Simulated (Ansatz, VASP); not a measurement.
**Zn: VASP beside Ansatz**

Contents of INCAR:

```
PREC = Accurate
ENCUT = 520
EDIFF = 1E-6
ISMEAR = 0
SIGMA = 0.15
LREAL = F
LASPH = T
NELM = 100
ALGO = Fast
ISIF = 2
LWAVE = F
LCHARG = F
GGA = PE
NBANDS = 12
```

The input KPOINTS:

```
regular mesh
0
Gamma
  22 22 22
```

File POSCAR:

```
Zn
1.0
   -0.4714549721      1.6878807781      1.6878807781
    1.6878807781     -0.4714549721      1.6878807781
    1.6878807781      1.6878807781     -0.4714549721
Zn
1
Direct
    0.0000000000      0.0000000000      0.0000000000
```

Input for Ansatz:

```yaml
crystal:
  lattice:
    - [-0.4714549721, 1.6878807781, 1.6878807781]
    - [1.6878807781, -0.4714549721, 1.6878807781]
    - [1.6878807781, 1.6878807781, -0.4714549721]
  atoms:
    - { symbol: Zn, position: [0.0, 0.0, 0.0] }
basis:
  ecutwfc: 520.0
kpoints:
  mp_grid: { grid: [22, 22, 22] }
hamiltonian:
  xc: pbe
scf:
  occupations: { method: gaussian, width: 0.15 }
output:
  forces: true
  stress: true
  eigenvalues: true
```

Alike in both runs: task single point; functional PBE; k mesh 22 × 22 × 22; occupations gaussian, width 0.15 eV; no spin polarisation.

|  | VASP | Ansatz |
| --- | --- | --- |
| version | VASP 6.6.1 | Ansatz 0.2.0 |
| potentials or method | VASP PAW PBE potentials, release 64 (Zn), cutoff 520 eV | scalar-relativistic, plane waves, PAW |
| valence electrons in the cell | 12 | 12 |

VASP gave:

```
gap on the k mesh at the Fermi level (eV)                     : none
pressure (GPa)                                                : 23.9
traceless stress, the component that is largest in VASP (GPa) : 6.59
```

What did Ansatz give for the same quantities?

gap on the k mesh at the Fermi level (eV): none; pressure (GPa): 23.4; traceless stress, the component that is largest in VASP (GPa): 6.51.

A gap of «none» marks a metal or a gap that the smearing closes. The functional is the same, so the differences come from potentials, cutoffs and numerics.
